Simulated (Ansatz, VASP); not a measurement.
## C in VASP and in Ansatz

Contents of INCAR:

```
SYSTEM = C
  PREC = Accurate
  ENCUT = 520
  EDIFF = 1E-7
  ISMEAR = 0
  SIGMA = 0.018000000000000002
  LREAL = .FALSE.
  LASPH = .TRUE.
  NELM = 100
  ALGO = Normal
  ISIF = 2
  LWAVE = .FALSE.
  LCHARG = .FALSE.
  GGA = PE
  NBANDS = 11
```

KPOINTS

```
Automatic mesh
0
G
  13 13 13
  0 0 0
```

The input POSCAR:

```
C
1.0
    0.0000000000      1.7833700000      1.7833700000
    1.7833700000      0.0000000000      1.7833700000
    1.7833700000      1.7833700000      0.0000000000
C
2
Direct
    0.7500000000      0.7500000000      0.7500000000
    0.5000000000      0.5000000000      0.5000000000
```

Contents of input.yaml:

```yaml
crystal:
  lattice:
    - [0.0, 1.78337, 1.78337]
    - [1.78337, 0.0, 1.78337]
    - [1.78337, 1.78337, 0.0]
  atoms:
    - { symbol: C, position: [0.75, 0.75, 0.75] }
    - { symbol: C, position: [0.5, 0.5, 0.5] }
kpoints:
  mp_grid: { grid: [13, 13, 13] }
scf:
  occupations: { method: gaussian, width: 0.018 }
hamiltonian:
  xc: pbe
  pseudopotentials: { kind: all_electron, lapw: { basis_error: 0.001 } }
output:
  forces: true
  stress: true
  eigenvalues: true
```

Alike in both runs: task single point; functional PBE; k mesh 13 × 13 × 13; occupations gaussian, width 0.018 eV; no spin polarisation.

|  | VASP | Ansatz |
| --- | --- | --- |
| version | VASP 6.6.1 | Ansatz 0.2.0 |
| potentials or method | VASP PAW PBE potentials, release 64 (C), cutoff 520 eV | all-electron LAPW, scalar-relativistic |

Ansatz gave:

* gap on the k mesh at the Fermi level (eV): 4.15
* least direct gap on the mesh (eV): 5.60
* pressure (GPa): 1.8

**Question.** What did VASP give for the same quantities?

**Answer.** gap on the k mesh at the Fermi level (eV): 4.14; least direct gap on the mesh (eV): 5.59; pressure (GPa): 2.5.

Ansatz ran all-electron here, and VASP with PAW potentials.
